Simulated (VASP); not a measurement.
# GaP (F-43m) in VASP: notebook

GaP is run at these levels: LDA; tasks: single point, relaxation of cell and atoms.

Everything below comes from runs of VASP 6.6.1. Logs are shortened: lines on timing, memory, paths and dates and some standing lists are left out, and cuts for length are marked.

## Step 1: The cell of the first run

It takes space group F-43m (No. 216, cubic). The conventional cell has a = 5.391 Å, b = 5.391 Å, c = 5.391 Å, α = 90.00°, β = 90.00°, γ = 90.00°. Within 3.1 Å of Ga (site symmetry -43m) lie 4 P at 2.33 Å. Within 3.1 Å of P (site symmetry -43m) lie 4 Ga at 2.33 Å.

## Step 2: Single point, LDA

Input file INCAR:

```
SYSTEM = GaP
PREC = Accurate
ENCUT = 520
EDIFF = 1E-6
ISMEAR = 0
SIGMA = 0.02
LREAL = .FALSE.
LASPH = .TRUE.
NELM = 80
ALGO = Normal
ISIF = 2
LWAVE = .FALSE.
LCHARG = .TRUE.
LELF = .TRUE.
LVHAR = .TRUE.
NBANDS = 16
```

Input file KPOINTS:

```
regular mesh
0
G
  8 8 8
  0 0 0
```

Input file POSCAR:

```
GaP
1.0
    0.0000000000      2.6956551201      2.6956551201
    2.6956551201      0.0000000000      2.6956551201
    2.6956551201      2.6956551201      0.0000000000
Ga P
1 1
Direct
    0.0000000000      0.0000000000      0.0000000000
    0.7500000000      0.7500000000      0.7500000000
```

Potentials or basis: VASP PAW LDA potentials, release 64 (Ga_d, P).

Launch:

```bash
$ cat potpaw_LDA.64/Ga_d/POTCAR potpaw_LDA.64/P/POTCAR > POTCAR
$ mpirun -np 1 vasp_std > vasp.out
```

OUTCAR:

```text
SYSTEM = GaP
   PREC = Accurate
   ENCUT = 520
   EDIFF = 1E-6
   ISMEAR = 0
   LREAL = .FALSE.
   LASPH = .TRUE.
   NELM = 80
   ISIF = 2

 ion  position               nearest neighbor table
   1  0.000  0.000  0.000-   2 2.33   2 2.33   2 2.33   2 2.33
   2  0.750  0.750  0.750-   1 2.33   1 2.33   1 2.33   1 2.33

  LATTYP: Found a face centered cubic cell.
 ALAT       =     5.3913102402

  Lattice vectors:

 A1 = (   0.0000000000,   2.6956551201,   2.6956551201)
 A2 = (   2.6956551201,   0.0000000000,   2.6956551201)
 A3 = (   2.6956551201,   2.6956551201,   0.0000000000)

Analysis of symmetry for initial positions (statically):
=====================================================================
 Subroutine PRICEL returns:
 Original cell was already a primitive cell.

 Routine SETGRP: Setting up the symmetry group for a
 face centered cubic supercell.

 Subroutine GETGRP returns: Found 24 space group operations
 (whereof 24 operations were pure point group operations)
 out of a pool of 48 trial point group operations.

The static configuration has the point symmetry T_d .

Analysis of symmetry for dynamics (positions and initial velocities):
=====================================================================
 Subroutine PRICEL returns:
 Original cell was already a primitive cell.

 Routine SETGRP: Setting up the symmetry group for a
 face centered cubic supercell.

 Subroutine GETGRP returns: Found 24 space group operations
 (whereof 24 operations were pure point group operations)
 out of a pool of 48 trial point group operations.

The dynamic configuration has the point symmetry T_d .

 Subroutine INISYM returns: Found 24 space group operations
 (whereof 24 operations are pure point group operations),
 and found     1 'primitive' translations

----------------------------------------------------------------------------------------

                                     Primitive cell

  volume of cell :      39.1763

  direct lattice vectors                    reciprocal lattice vectors
     0.000000000  2.695655120  2.695655120    -0.185483668  0.185483668  0.185483668
     2.695655120  0.000000000  2.695655120     0.185483668 -0.185483668  0.185483668
     2.695655120  2.695655120  0.000000000     0.185483668  0.185483668 -0.185483668

  length of vectors
     3.812232030  3.812232030  3.812232030     0.321267137  0.321267137  0.321267137

  position of ions in fractional coordinates (direct lattice)
     0.000000000  0.000000000  0.000000000
     0.750000000  0.750000000  0.750000000

  ion indices of the primitive-cell ions
   primitive index   ion index
                 1           1
                 2           2

----------------------------------------------------------------------------------------

 KPOINTS: regular mesh

Automatic generation of k-mesh.
 Grid dimensions read from file:
 generate k-points for:    8    8    8

 Generating k-lattice:

  Cartesian coordinates                     Fractional coordinates (reciprocal lattice)
    -0.023185459  0.023185459  0.023185459     0.125000000  0.000000000  0.000000000
     0.023185459 -0.023185459  0.023185459     0.000000000  0.125000000  0.000000000
     0.023185459  0.023185459 -0.023185459     0.000000000  0.000000000  0.125000000

  Length of vectors
     0.040158392  0.040158392  0.040158392

  Shift w.r.t. Gamma in fractional coordinates (k-lattice)
     0.000000000  0.000000000  0.000000000

 Subroutine IBZKPT returns following result:
 ===========================================

 Found     29 irreducible k-points:

 Following reciprocal coordinates:
            Coordinates               Weight
  0.000000  0.000000  0.000000      1.000000
  0.125000  0.000000  0.000000      8.000000
  0.250000  0.000000  0.000000      8.000000
  0.375000  0.000000  0.000000      8.000000
  0.500000  0.000000  0.000000      4.000000
  0.125000  0.125000  0.000000      6.000000
[... 16 lines left out ...]
  0.500000  0.250000  0.125000     48.000000
 -0.375000  0.250000  0.125000     24.000000
 [... further k-points ...]
   k-points           NKPTS =     29   k-points in BZ     NKDIM =     29   number of bands    NBANDS=     16
   number of dos      NEDOS =    301   number of ions     NIONS =      2
   total plane-waves  NPLWV =  21952
   dimension x,y,z NGX =    28 NGY =   28 NGZ =   28
   dimension x,y,z NGXF=    56 NGYF=   56 NGZF=   56
   ions per type =               1   1
   NGX,Y,Z   is equivalent  to a cutoff of  12.21, 12.21, 12.21 a.u.
   NGXF,Y,Z  is equivalent  to a cutoff of  24.42, 24.42, 24.42 a.u.
 SYSTEM =  GaP
   PREC   = accura    normal or accurate (medium, high low for compatibility)
   ISTART =      0    job   : 0-new  1-cont  2-samecut
   ICHARG =      2    charge: 1-file 2-atom 10-const
   ISPIN  =      1    spin polarized calculation?
   LNONCOLLINEAR =      F non collinear calculations
   LSORBIT =      F    spin-orbit coupling
   LASPH  =      T    aspherical Exc in radial PAW
   ENCUT  =  520.0 eV  38.22 Ry    6.18 a.u.   7.09  7.09  7.09*2*pi/ulx,y,z
   NELM   =     80;   NELMIN=  2; NELMDL= -5     # of ELM steps
   EDIFF  = 0.1E-05   stopping-criterion for ELM
   LREAL  =      F    real-space projection
   EDIFFG = 0.1E-04   stopping-criterion for IOM
   NSW    =      0    number of steps for IOM
   IBRION =     -1    ionic relax: 0-MD 1-quasi-New 2-CG
   NFREE  =      0    steps in history (QN), initial steepest desc. (CG)
   ISIF   =      2    stress and relaxation
   ISYM   =      2    0-nonsym 1-usesym 2-fastsym
   POTIM  = 0.5000    time-step for ionic-motion
   TEBEG  =    0.0;   TEEND  =   0.0 temperature during run
   PSTRESS=    0.0 pullay stress
   NELECT =      18.0000    total number of electrons
   NUPDOWN=      -1.0000    fix difference up-down
   EMIN   =  10.00;   EMAX   =-10.00  energy-range for DOS
   EFERMI =   0.00;   METHOD = LEGACY
   ISMEAR =     0;   SIGMA  =   0.02  broadening in eV -4-tet -1-fermi 0-gaus
   EFERMI_NEDOS =   21; number of points for ismear=-14 and -15
   IALGO  =     38    algorithm
   IMIX   =      4    mixing-type and parameters
     AMIX     =   0.40;   BMIX     =  1.00
     AMIX_MAG =   1.60;   BMIX_MAG =  1.00
  volume/ion in A,a.u.               =      19.59       132.19
  Fermi-wavevector in a.u.,A,eV,Ry     =   1.263256  2.387208 21.712388  1.595815
  Thomas-Fermi vector in A             =   2.396622
   LORBIT       =      0    0 simple, 1 ext, 2 COOP (PROOUT), +10 PAW based schemes
   GGA     = CA    functional components
   LHFCALC =     F    Hartree Fock is set to
   AEXX    =    0.0000 exact exchange contribution
   IVDW    =     0    specifies the selected vdW correction
   LEPSILON=     F    determine dielectric tensor
   LRPA    =     F    only Hartree local field effects (RPA)
 non-spin polarized calculation
 Gauss-broadening in eV      SIGMA  =   0.02
  energy-cutoff  :      520.00
  volume of cell :       39.18
 maximum number of plane-waves:      1067
   NGX = 15   NGY = 15   NGZ = 15

 number of electron      17.9999998 magnetization

 Free energy of the ion-electron system (eV)
  ---------------------------------------------------
  ext. energy  EPLUGINS =         0.00000000
  ---------------------------------------------------
  free energy    TOTEN  =       -10.45076691 eV

  energy without entropy =      -10.45076691  energy(sigma->0) =      -10.45076691

 E-fermi :   4.9430     XC(G=0): -10.3108

 val. band max:        4.8484117091   @ k =   0.0000   0.0000   0.0000
 cond. band min:       6.2781203081   @ k =   0.5000   0.5000   0.0000
 fundamental gap:      1.4297085991
 Fermi energy:         4.9430412719

 k-point     1 :       0.0000    0.0000    0.0000
  band No.  band energies     occupation
      1      -9.9173      2.00000
      2      -9.9173      2.00000
      3      -9.9173      2.00000
      4      -9.8090      2.00000
      5      -9.8090      2.00000
      6      -7.9121      2.00000
[... 8 lines left out ...]
     15      14.6926      0.00000
     16      14.6926      0.00000

 k-point     2 :       0.1250    0.0000    0.0000
  band No.  band energies     occupation
      1      -9.9319      2.00000
      2      -9.9122      2.00000
      3      -9.9122      2.00000
      4      -9.8091      2.00000
      5      -9.8091      2.00000
      6      -7.7009      2.00000
[... 8 lines left out ...]
     15      14.0101      0.00000
     16      14.4240      0.00000

 k-point     3 :       0.2500    0.0000    0.0000
  band No.  band energies     occupation
      1      -9.9638      2.00000
      2      -9.9012      2.00000
      3      -9.9012      2.00000
      4      -9.8077      2.00000
      5      -9.8077      2.00000
      6      -7.1006      2.00000
[... 8 lines left out ...]
     15      13.8108      0.00000
     16      14.6123      0.00000

 k-point     4 :       0.3750    0.0000    0.0000
  band No.  band energies     occupation
      1      -9.9924      2.00000
      2      -9.8929      2.00000
      3      -9.8929      2.00000
      4      -9.8035      2.00000
      5      -9.8035      2.00000
      6      -6.2524      2.00000
[... 8 lines left out ...]
     15      15.0519      0.00000
     16      15.0519      0.00000

 k-point     5 :       0.5000    0.0000    0.0000
  band No.  band energies     occupation
      1     -10.0036      2.00000
      2      -9.8904      2.00000
      3      -9.8904      2.00000
      4      -9.8009      2.00000
      5      -9.8009      2.00000
      6      -5.7187      2.00000
[... 8 lines left out ...]
     15      16.6192      0.00000
     16      16.6192      0.00000

 k-point     6 :       0.1250    0.1250    0.0000
  band No.  band energies     occupation
      1      -9.9413      2.00000
      2      -9.9073      2.00000
      3      -9.9073      2.00000
      4      -9.8136      2.00000
      5      -9.8055      2.00000
      6      -7.6310      2.00000
[... 8 lines left out ...]
     15      14.8127      0.00000
     16      14.9414      0.00000
[... 267 lines left out ...]
 k-point    21 :       0.5000    0.5000    0.0000
  band No.  band energies     occupation
      1     -10.0412      2.00000
      2      -9.8497      2.00000
      3      -9.8457      2.00000
      4      -9.8457      2.00000
      5      -9.7849      2.00000
      6      -4.7549      2.00000
[... 8 lines left out ...]
     15      17.3566      0.00000
     16      17.9175      0.00000

 k-point    22 :       0.3750    0.2500    0.1250
  band No.  band energies     occupation
      1      -9.9878      2.00000
      2      -9.8883      2.00000
      3      -9.8838      2.00000
      4      -9.8213      2.00000
      5      -9.7990      2.00000
      6      -6.5890      2.00000
[... 8 lines left out ...]
     15      16.0347      0.00000
     16      17.2619      0.00000

 k-point    23 :       0.5000    0.2500    0.1250
  band No.  band energies     occupation
      1     -10.0036      2.00000
      2      -9.8845      2.00000
      3      -9.8738      2.00000
      4      -9.8190      2.00000
      5      -9.7992      2.00000
      6      -5.7861      2.00000
[... 8 lines left out ...]
     15      16.4116      0.00000
     16      17.7204      0.00000

 k-point    24 :      -0.3750    0.2500    0.1250
  band No.  band energies     occupation
      1     -10.0094      2.00000
      2      -9.8840      2.00000
      3      -9.8703      2.00000
      4      -9.8150      2.00000
      5      -9.8010      2.00000
      6      -5.2877      2.00000
[... 8 lines left out ...]
     15      16.8443      0.00000
     16      17.4332      0.00000

 [... further k-points ...]
[... 5 lines left out ...]
  --------------------------------------------------------------------------------------
  -------------------------------------------------------------------------------------
  Total        0.0186344      0.0186344      0.0186344      0.0000000      0.0000000     -0.0000000
  in kB        0.7620850      0.7620850      0.7620850      0.0000000      0.0000000     -0.0000000
  external PRESSURE =       0.7620850 kB  Pullay stress =       0.0000000 kB

 VOLUME and BASIS-vectors are now :
 -----------------------------------------------------------------------------
  energy-cutoff  :      520.00
  volume of cell :       39.18
      direct lattice vectors                 reciprocal lattice vectors
     0.000000000  2.695655120  2.695655120    -0.185483668  0.185483668  0.185483668
     2.695655120  0.000000000  2.695655120     0.185483668 -0.185483668  0.185483668
     2.695655120  2.695655120  0.000000000     0.185483668  0.185483668 -0.185483668

 POSITION                                       TOTAL-FORCE (eV/Angst)
 -----------------------------------------------------------------------------------
      0.00000      0.00000      0.00000         0.000000      0.000000      0.000000
      4.04348      4.04348      4.04348        -0.000000     -0.000000     -0.000000
 -----------------------------------------------------------------------------------
    total drift:                               -0.000000     -0.000000     -0.000000

  FREE ENERGIE OF THE ION-ELECTRON SYSTEM (eV)
  ---------------------------------------------------
  free  energy   TOTEN  =       -10.4507669065 eV

  energy  without entropy=      -10.4507669065  energy(sigma->0) =      -10.45076691
```

Wall time 27 s (1 thread of Intel Xeon 6975P-C, shared host); peak memory 0.14 GiB.

What came out:

* Free energy: -10.4508 eV
* Pressure: 0.1 GPa
* Band gap on the k mesh: 1.43 eV, indirect (least direct gap 1.91 eV)

(Continued in part 2 of 2.)
